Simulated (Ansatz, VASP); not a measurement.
**Ga3Se: VASP beside Ansatz**

```
Ga Se
1.0
     4.43246    0.00000    0.00000
     0.00000    4.43246    0.00000
     0.00000    0.00000    4.43246
Ga Se
3 1
Direct
  0.00000 0.50000 0.50000
  0.50000 0.00000 0.50000
  0.50000 0.50000 0.00000
  0.00000 0.00000 0.00000
```

Alike in both runs: task single point; functional PBE; k mesh 8 × 8 × 8; occupations gaussian, width 0.1 eV; no spin polarisation.

```csv
,VASP,Ansatz
version,VASP 6.6.1,Ansatz 0.2.0
potentials or method,"VASP PAW PBE potentials, release 64 (Ga_d, Se), cutoff 520 eV","scalar-relativistic, plane waves, PAW"
valence electrons in the cell,45,55
```

Ansatz gave:

```
gap on the k mesh at the Fermi level (eV) : none
pressure (GPa)                            : -0.6
```

Task: Which values does VASP return?

Result: gap on the k mesh at the Fermi level (eV): none; pressure (GPa): -0.5.

A gap of «none» marks a metal or a gap that the smearing closes. VASP's potentials hold 45 valence electrons a cell and Ansatz's 55, so a difference there can come from the potentials and not from the codes.
